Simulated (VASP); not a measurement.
Here is a VASP 6.6.1 calculation.

INCAR

```
SYSTEM = TiCo3
ALGO = Normal
EDIFF = 1E-6
ENCUT = 520
GGA = PS
ISIF = 2
ISMEAR = 0
ISPIN = 2
LASPH = .True.
LCHARG = .False.
LMAXMIX = 4
LORBIT = 11
LREAL = .False.
LWAVE = .False.
MAGMOM = 0 0.3 0.3 0.3
NBANDS = 32
NELM = 150
PREC = Accurate
SIGMA = 0.1
```

The input KPOINTS:

```
k-points
0
Gamma
  14 14 14
  0 0 0
```

Contents of POSCAR:

```
TiCo3
1.0
    3.5282498927      0.0000000000      0.0000000000
    0.0000000000      3.5282498927      0.0000000000
    0.0000000000      0.0000000000      3.5282498927
Ti Co
1 3
Direct
    0.0000000000      0.0000000000      0.0000000000
    0.0000000000      0.5000000000      0.5000000000
    0.5000000000      0.0000000000      0.5000000000
    0.5000000000      0.5000000000      0.0000000000
```

Potentials or basis: VASP PAW PBE potentials, release 64 (Ti_sv, Co).

Launch:

```sh
$ cat potpaw_PBE.64/Ti_sv/POTCAR potpaw_PBE.64/Co/POTCAR > POTCAR
$ mpirun -np 1 vasp_std > vasp.out
```

(1) What does it give for the pressure?

(2) What does it give for the site moments?

Answers

(1) -0.9 GPa.

(2) Ti -0.07; Co +0.20 μB.

Caveat: the PAW data sets were made with another functional, which shifts forces and pressure a little.
